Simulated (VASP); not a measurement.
# ZnS (F-43m) in VASP: further runs

The runs below take ZnS through single point, with r2SCAN.

All numbers are computed with VASP 6.6.1; they aren't measurements. Logs are shortened: lines on timing, memory, paths and dates and some standing lists are left out, and cuts for length are marked.

**Measured values to compare with.**

From “Electronic, vibrational, and thermodynamic properties of ZnS (zincblende and rocksalt structure)”, 2009, arxiv:0911.5022, for a bulk crystal of ZnS at 19 K: band gap 3.85 eV (direct).

The runs below are set against these values where they give the same quantity.

**1. The cell of the first run**

It takes space group F-43m (No. 216, cubic). The conventional cell has a = 5.389 Å, b = 5.389 Å, c = 5.389 Å, α = 90.00°, β = 90.00°, γ = 90.00°. Zn (site symmetry -43m) has 4 S at 2.33 Å within 3.1 Å. S (site symmetry -43m) has 4 Zn at 2.33 Å within 3.1 Å.

**2. Single point, r2SCAN**

Contents of POSCAR:

```
ZnS
1.0
    0.0000000000      2.6945131942      2.6945131942
    2.6945131942      0.0000000000      2.6945131942
    2.6945131942      2.6945131942      0.0000000000
Zn S
1 1
Direct
    0.0000000000      0.0000000000      0.0000000000
    0.7500000000      0.7500000000      0.7500000000
```

Contents of INCAR.step1:

```
ALGO = Normal
EDIFF = 1E-4
ENCUT = 520
GGA = PE
ISMEAR = 0
LASPH = True
LCHARG = False
LREAL = False
LWAVE = True
NBANDS = 16
NELM = 100
PREC = Accurate
SIGMA = 0.05
```

Contents of INCAR.step2:

```
ALGO = Normal
EDIFF = 1E-6
ENCUT = 520
ISIF = 2
ISMEAR = 0
ISTART = 1
LASPH = True
LCHARG = False
LMIXTAU = True
LREAL = False
LWAVE = False
METAGGA = R2SCAN
NBANDS = 16
NELM = 100
PREC = Accurate
SIGMA = 0.05
```

Contents of KPOINTS:

```
k-points
0
Gamma
  8 8 8
```

Potentials or basis: VASP PAW PBE potentials, release 64 (Zn, S).

The run is started by

```
$ cat potpaw_PBE.64/Zn/POTCAR potpaw_PBE.64/S/POTCAR > POTCAR
$ cp INCAR.step1 INCAR
$ mpirun -np 1 vasp_std > vasp.out
$ cp INCAR.step2 INCAR
$ mpirun -np 1 vasp_std > vasp.out
```

OUTCAR:

```text
EDIFF = 1E-6
   ENCUT = 520
   ISIF = 2
   ISMEAR = 0
   ISTART = 1
   LASPH = True
   LREAL = False
   METAGGA = R2SCAN
   NELM = 100
   PREC = Accurate

 ion  position               nearest neighbor table
   1  0.000  0.000  0.000-   2 2.33   2 2.33   2 2.33   2 2.33
   2  0.750  0.750  0.750-   1 2.33   1 2.33   1 2.33   1 2.33

  LATTYP: Found a face centered cubic cell.
 ALAT       =     5.3890263884

  Lattice vectors:

 A1 = (   0.0000000000,   2.6945131942,   2.6945131942)
 A2 = (   2.6945131942,   0.0000000000,   2.6945131942)
 A3 = (   2.6945131942,   2.6945131942,   0.0000000000)

Analysis of symmetry for initial positions (statically):
=====================================================================
 Subroutine PRICEL returns:
 Original cell was already a primitive cell.

 Routine SETGRP: Setting up the symmetry group for a
 face centered cubic supercell.

 Subroutine GETGRP returns: Found 24 space group operations
 (whereof 24 operations were pure point group operations)
 out of a pool of 48 trial point group operations.

The static configuration has the point symmetry T_d .

Analysis of symmetry for dynamics (positions and initial velocities):
=====================================================================
 Subroutine PRICEL returns:
 Original cell was already a primitive cell.

 Routine SETGRP: Setting up the symmetry group for a
 face centered cubic supercell.

 Subroutine GETGRP returns: Found 24 space group operations
 (whereof 24 operations were pure point group operations)
 out of a pool of 48 trial point group operations.

The dynamic configuration has the point symmetry T_d .

 Subroutine INISYM returns: Found 24 space group operations
 (whereof 24 operations are pure point group operations),
 and found     1 'primitive' translations

----------------------------------------------------------------------------------------

                                     Primitive cell

  volume of cell :      39.1265

  direct lattice vectors                    reciprocal lattice vectors
     0.000000000  2.694513194  2.694513194    -0.185562276  0.185562276  0.185562276
     2.694513194  0.000000000  2.694513194     0.185562276 -0.185562276  0.185562276
     2.694513194  2.694513194  0.000000000     0.185562276  0.185562276 -0.185562276

  length of vectors
     3.810617103  3.810617103  3.810617103     0.321403289  0.321403289  0.321403289

  position of ions in fractional coordinates (direct lattice)
     0.000000000  0.000000000  0.000000000
     0.750000000  0.750000000  0.750000000

  ion indices of the primitive-cell ions
   primitive index   ion index
                 1           1
                 2           2

----------------------------------------------------------------------------------------

 KPOINTS: k-points

Automatic generation of k-mesh.
 Grid dimensions read from file:
 generate k-points for:    8    8    8

 Generating k-lattice:

  Cartesian coordinates                     Fractional coordinates (reciprocal lattice)
    -0.023195284  0.023195284  0.023195284     0.125000000  0.000000000  0.000000000
     0.023195284 -0.023195284  0.023195284     0.000000000  0.125000000  0.000000000
     0.023195284  0.023195284 -0.023195284     0.000000000  0.000000000  0.125000000

  Length of vectors
     0.040175411  0.040175411  0.040175411

  Shift w.r.t. Gamma in fractional coordinates (k-lattice)
     0.000000000  0.000000000  0.000000000

 Subroutine IBZKPT returns following result:
 ===========================================

 Found     29 irreducible k-points:

 Following reciprocal coordinates:
            Coordinates               Weight
  0.000000  0.000000  0.000000      1.000000
  0.125000  0.000000  0.000000      8.000000
  0.250000  0.000000  0.000000      8.000000
  0.375000  0.000000  0.000000      8.000000
  0.500000  0.000000  0.000000      4.000000
  0.125000  0.125000  0.000000      6.000000
[... 16 lines left out ...]
  0.500000  0.250000  0.125000     48.000000
 -0.375000  0.250000  0.125000     24.000000
 [... further k-points ...]
   k-points           NKPTS =     29   k-points in BZ     NKDIM =     29   number of bands    NBANDS=     16
   number of dos      NEDOS =    301   number of ions     NIONS =      2
   total plane-waves  NPLWV =  21952
   dimension x,y,z NGX =    28 NGY =   28 NGZ =   28
   dimension x,y,z NGXF=    56 NGYF=   56 NGZF=   56
   ions per type =               1   1
   NGX,Y,Z   is equivalent  to a cutoff of  12.22, 12.22, 12.22 a.u.
   NGXF,Y,Z  is equivalent  to a cutoff of  24.43, 24.43, 24.43 a.u.
 SYSTEM =  unknown system
   PREC   = accura    normal or accurate (medium, high low for compatibility)
   ISTART =      1    job   : 0-new  1-cont  2-samecut
   ICHARG =      0    charge: 1-file 2-atom 10-const
   ISPIN  =      1    spin polarized calculation?
   LNONCOLLINEAR =      F non collinear calculations
   LSORBIT =      F    spin-orbit coupling
   LASPH  =      T    aspherical Exc in radial PAW
   ENCUT  =  520.0 eV  38.22 Ry    6.18 a.u.   7.09  7.09  7.09*2*pi/ulx,y,z
   NELM   =    100;   NELMIN=  2; NELMDL=  0     # of ELM steps
   EDIFF  = 0.1E-05   stopping-criterion for ELM
   LREAL  =      F    real-space projection
   EDIFFG = 0.1E-04   stopping-criterion for IOM
   NSW    =      0    number of steps for IOM
   IBRION =     -1    ionic relax: 0-MD 1-quasi-New 2-CG
   NFREE  =      0    steps in history (QN), initial steepest desc. (CG)
   ISIF   =      2    stress and relaxation
   ISYM   =      2    0-nonsym 1-usesym 2-fastsym
   POTIM  = 0.5000    time-step for ionic-motion
   TEBEG  =    0.0;   TEEND  =   0.0 temperature during run
   PSTRESS=    0.0 pullay stress
   NELECT =      18.0000    total number of electrons
   NUPDOWN=      -1.0000    fix difference up-down
   EMIN   =  10.00;   EMAX   =-10.00  energy-range for DOS
   EFERMI =   0.00;   METHOD = LEGACY
   ISMEAR =     0;   SIGMA  =   0.05  broadening in eV -4-tet -1-fermi 0-gaus
   EFERMI_NEDOS =   21; number of points for ismear=-14 and -15
   IALGO  =     38    algorithm
   IMIX   =      4    mixing-type and parameters
     AMIX     =   0.40;   BMIX     =  1.00
     AMIX_MAG =   1.60;   BMIX_MAG =  1.00
  volume/ion in A,a.u.               =      19.56       132.02
  Fermi-wavevector in a.u.,A,eV,Ry     =   1.263791  2.388219 21.730795  1.597168
  Thomas-Fermi vector in A             =   2.397130
   LORBIT       =      0    0 simple, 1 ext, 2 COOP (PROOUT), +10 PAW based schemes
   METAGGA = R2SCAN    functional components
   LHFCALC =     F    Hartree Fock is set to
   AEXX    =    0.0000 exact exchange contribution
   IVDW    =     0    specifies the selected vdW correction
   LEPSILON=     F    determine dielectric tensor
   LRPA    =     F    only Hartree local field effects (RPA)
 non-spin polarized calculation
 Gauss-broadening in eV      SIGMA  =   0.05
  energy-cutoff  :      520.00
  volume of cell :       39.13
 maximum number of plane-waves:      1067
   NGX = 15   NGY = 15   NGZ = 15

 number of electron      18.0000006 magnetization

 Free energy of the ion-electron system (eV)
  ---------------------------------------------------
  ext. energy  EPLUGINS =         0.00000000
  ---------------------------------------------------
  free energy    TOTEN  =       -18.86623137 eV

  energy without entropy =      -18.86623137  energy(sigma->0) =      -18.86623137

 E-fermi :   2.1839     XC(G=0): -10.3264

 val. band max:        1.9093796940   @ k =   0.0000   0.0000   0.0000
 cond. band min:       4.6228145159   @ k =   0.0000   0.0000   0.0000
 fundamental gap:      2.7134348219
 Fermi energy:         2.1839061502

 k-point     1 :       0.0000    0.0000    0.0000
  band No.  band energies     occupation
      1     -11.8261      2.00000
      2      -4.6234      2.00000
      3      -4.6234      2.00000
      4      -4.6234      2.00000
      5      -4.0667      2.00000
      6      -4.0667      2.00000
[... 8 lines left out ...]
     15      14.2231      0.00000
     16      14.4995      0.00000

 k-point     2 :       0.1250    0.0000    0.0000
  band No.  band energies     occupation
      1     -11.7049      2.00000
      2      -4.6204      2.00000
      3      -4.6009      2.00000
      4      -4.6009      2.00000
      5      -4.0684      2.00000
      6      -4.0684      2.00000
[... 8 lines left out ...]
     15      13.6092      0.00000
     16      15.2993      0.00000

 k-point     3 :       0.2500    0.0000    0.0000
  band No.  band energies     occupation
      1     -11.3886      2.00000
      2      -4.5669      2.00000
      3      -4.5508      2.00000
      4      -4.5508      2.00000
      5      -4.0652      2.00000
      6      -4.0651      2.00000
[... 8 lines left out ...]
     15      13.4190      0.00000
     16      14.7279      0.00000

 k-point     4 :       0.3750    0.0000    0.0000
  band No.  band energies     occupation
      1     -11.0299      2.00000
      2      -4.5098      2.00000
      3      -4.5098      2.00000
      4      -4.3353      2.00000
      5      -4.0485      2.00000
      6      -4.0485      2.00000
[... 8 lines left out ...]
     15      14.6111      0.00000
     16      14.6112      0.00000

 k-point     5 :       0.5000    0.0000    0.0000
  band No.  band energies     occupation
      1     -10.8653      2.00000
      2      -4.4963      2.00000
      3      -4.4963      2.00000
      4      -4.0367      2.00000
      5      -4.0366      2.00000
      6      -3.8661      2.00000
[... 8 lines left out ...]
     15      15.9926      0.00000
     16      15.9927      0.00000

 k-point     6 :       0.1250    0.1250    0.0000
  band No.  band energies     occupation
      1     -11.6645      2.00000
      2      -4.6418      2.00000
      3      -4.5817      2.00000
      4      -4.5817      2.00000
      5      -4.0837      2.00000
      6      -4.0551      2.00000
[... 8 lines left out ...]
     15      14.4352      0.00000
     16      15.8478      0.00000

 k-point     7 :       0.2500    0.1250    0.0000
  band No.  band energies     occupation
      1     -11.4124      2.00000
      2      -4.6290      2.00000
      3      -4.5291      2.00000
      4      -4.5280      2.00000
      5      -4.0919      2.00000
      6      -4.0445      2.00000
[... 8 lines left out ...]
     15      14.4267      0.00000
     16      16.2773      0.00000

 k-point     8 :       0.3750    0.1250    0.0000
  band No.  band energies     occupation
      1     -11.0624      2.00000
      2      -4.5422      2.00000
      3      -4.4810      2.00000
      4      -4.4160      2.00000
      5      -4.0669      2.00000
      6      -4.0327      2.00000
[... 8 lines left out ...]
     15      15.2533      0.00000
     16      15.6443      0.00000

 k-point     9 :       0.5000    0.1250    0.0000
  band No.  band energies     occupation
      1     -10.8236      2.00000
      2      -4.4978      2.00000
      3      -4.4631      2.00000
      4      -4.1314      2.00000
      5      -4.0333      2.00000
      6      -3.9118      2.00000
[... 8 lines left out ...]
     15      16.0141      0.00000
     16      16.1811      0.00000
[... 172 lines left out ...]
 k-point    19 :       0.5000    0.3750    0.0000
  band No.  band energies     occupation
      1     -10.5952      2.00000
      2      -4.5926      2.00000
      3      -4.2909      2.00000
      4      -4.2655      2.00000
      5      -4.0011      2.00000
      6      -3.8737      2.00000
[... 8 lines left out ...]
     15      16.2927      0.00000
     16      17.5263      0.00000

 k-point    20 :      -0.3750    0.3750    0.0000
  band No.  band energies     occupation
      1     -10.5657      2.00000
      2      -4.5217      2.00000
      3      -4.3200      2.00000
      4      -4.1859      2.00000
      5      -4.0300      2.00000
      6      -3.7169      2.00000
[... 8 lines left out ...]
     15      15.0122      0.00000
     16      18.6202      0.00000

 k-point    21 :       0.5000    0.5000    0.0000
  band No.  band energies     occupation
      1     -10.5413      2.00000
      2      -4.6300      2.00000
      3      -4.2550      2.00000
      4      -4.2550      2.00000
      5      -3.9872      2.00000
      6      -3.8493      2.00000
[... 8 lines left out ...]
     15      16.2793      0.00000
     16      17.1615      0.00000

 k-point    22 :       0.3750    0.2500    0.1250
  band No.  band energies     occupation
      1     -11.1407      2.00000
      2      -4.5906      2.00000
      3      -4.4795      2.00000
      4      -4.4519      2.00000
      5      -4.0905      2.00000
      6      -4.0276      2.00000
[... 8 lines left out ...]
     15      15.3658      0.00000
     16      17.7542      0.00000

 k-point    23 :       0.5000    0.2500    0.1250
  band No.  band energies     occupation
      1     -10.8409      2.00000
      2      -4.4989      2.00000
      3      -4.4440      2.00000
      4      -4.2870      2.00000
      5      -4.0491      2.00000
      6      -3.9975      2.00000
[... 8 lines left out ...]
     15      16.4686      0.00000
     16      16.9854      0.00000

 k-point    24 :      -0.3750    0.2500    0.1250
  band No.  band energies     occupation
      1     -10.7066      2.00000
      2      -4.4810      2.00000
      3      -4.4215      2.00000
      4      -4.1275      2.00000
      5      -4.0555      2.00000
      6      -3.7975      2.00000
[... 8 lines left out ...]
     15      16.0913      0.00000
     16      16.9605      0.00000

 [... further k-points ...]
[... 5 lines left out ...]
  --------------------------------------------------------------------------------------
  -------------------------------------------------------------------------------------
  Total        0.0010386      0.0010386      0.0010386     -0.0000000      0.0000000      0.0000000
  in kB        0.0425295      0.0425295      0.0425295     -0.0000000      0.0000000      0.0000000
  external PRESSURE =       0.0425295 kB  Pullay stress =       0.0000000 kB

 VOLUME and BASIS-vectors are now :
 -----------------------------------------------------------------------------
  energy-cutoff  :      520.00
  volume of cell :       39.13
      direct lattice vectors                 reciprocal lattice vectors
     0.000000000  2.694513194  2.694513194    -0.185562276  0.185562276  0.185562276
     2.694513194  0.000000000  2.694513194     0.185562276 -0.185562276  0.185562276
     2.694513194  2.694513194  0.000000000     0.185562276  0.185562276 -0.185562276

 POSITION                                       TOTAL-FORCE (eV/Angst)
 -----------------------------------------------------------------------------------
      0.00000      0.00000      0.00000        -0.000000     -0.000000     -0.000000
      4.04177      4.04177      4.04177         0.000000      0.000000      0.000000
 -----------------------------------------------------------------------------------
    total drift:                               -0.000011     -0.000011     -0.000011

  FREE ENERGIE OF THE ION-ELECTRON SYSTEM (eV)
  ---------------------------------------------------
  free  energy   TOTEN  =       -18.8662313706 eV

  energy  without entropy=      -18.8662313706  energy(sigma->0) =      -18.86623137
```

Run time: 38 s. Hardware: 1 thread of Intel Xeon Platinum 8488C (Sapphire Rapids), shared host; peak memory 0.17 GiB.

Results:

| Quantity | Value |
| --- | --- |
| Free energy | -18.8662 eV |
| Pressure | 0.0 GPa |
| Band gap on the k mesh | 2.71 eV, direct |

Caveat: the PAW data sets were made with another functional, which shifts forces and pressure a little.

**3. Single point, r2SCAN**

This run uses another cell than the first one: it holds 4 atoms, not 2.

Contents of POSCAR:

```
ZnS
1.0
    0.0000000000     -2.6945131942     -2.6945131942
    0.0000000000      2.6945131942     -2.6945131942
    5.3890263884      0.0000000000      0.0000000000
Zn S
2 2
Direct
    0.5000000000      0.5000000000      0.5000000000
    0.0000000000      0.0000000000      0.0000000000
    0.0000000000      0.5000000000      0.2500000000
    0.5000000000      0.0000000000      0.7500000000
```

Contents of INCAR.step1:

```
PREC = Accurate ; ENCUT = 520
ISMEAR = 0 ; SIGMA = 0.05
LREAL = F ; LASPH = T
NELM = 60 ; NBANDS = 26
GGA = PE ; ALGO = Normal
EDIFF = 1E-4 ; LWAVE = T
LCHARG = F
```

Contents of INCAR.step2:

```
PREC = Accurate ; ENCUT = 520
EDIFF = 1E-7 ; ISMEAR = 0
SIGMA = 0.05 ; LREAL = F
LASPH = T ; NELM = 60
ALGO = Normal ; ISIF = 2
LWAVE = F ; LCHARG = T
METAGGA = R2SCAN ; LMIXTAU = T
LELF = T ; LVHAR = T
NBANDS = 26 ; ISTART = 1
```

Contents of KPOINTS:

```
Automatic mesh
0
Gamma
  6 6 4
```

Potentials or basis: VASP PAW PBE potentials, release 64 (Zn, S).

The run is started by

```
$ cat potpaw_PBE.64/Zn/POTCAR potpaw_PBE.64/S/POTCAR > POTCAR
$ cp INCAR.step1 INCAR
$ mpirun -np 1 vasp_std > vasp.out
$ cp INCAR.step2 INCAR
$ mpirun -np 1 vasp_std > vasp.out
```

It took 99 s on 1 thread of Intel Xeon Platinum 8488C (Sapphire Rapids), shared host; peak memory 0.2 GiB.

The run converged. Its results:

```yaml
Free_energy: -37.7318 eV
Pressure: 0.1 GPa
Band_gap_on_the_k_mesh: 2.71 eV
```

Levels at points of the mesh, in eV from the valence-band top:
| k point | band 14 | band 15 | band 16 | band 17 | band 18 | band 19 | band 20 | band 21 | band 22 | band 23 |
| --- | --- | --- | --- | --- | --- | --- | --- | --- | --- | --- |
| (0.00, 0.00, 0.00) | -2.31 | -2.31 | 0.00 | 0.00 | 0.00 | 2.71 | 3.71 | 4.48 | 6.90 | 6.90 |
| (0.50, 0.00, 0.00) | -4.03 | -2.59 | -2.59 | -0.94 | -0.94 | 5.39 | 5.39 | 7.15 | 7.15 | 7.82 |
| (0.50, 0.50, 0.00) | -4.65 | -2.31 | -2.31 | -2.31 | -2.31 | 3.71 | 3.71 | 4.48 | 4.48 | 11.83 |
| (0.00, 0.00, 0.50) | -2.57 | -1.28 | -1.28 | -1.28 | -1.28 | 4.92 | 4.92 | 5.09 | 5.09 | 9.16 |
| (0.50, 0.00, 0.50) | -5.45 | -0.90 | -0.90 | -0.90 | -0.90 | 3.83 | 3.83 | 7.39 | 7.39 | 7.39 |
| (0.50, 0.50, 0.50) | -4.68 | -2.85 | -2.85 | -2.82 | -2.82 | 6.05 | 6.05 | 6.64 | 6.64 | 8.49 |

Caveat: the PAW data sets were made with another functional, which shifts forces and pressure a little. r2SCAN opens gaps a little over a GGA but as a rule still falls short of measured ones.

[end of part 1 of 2]
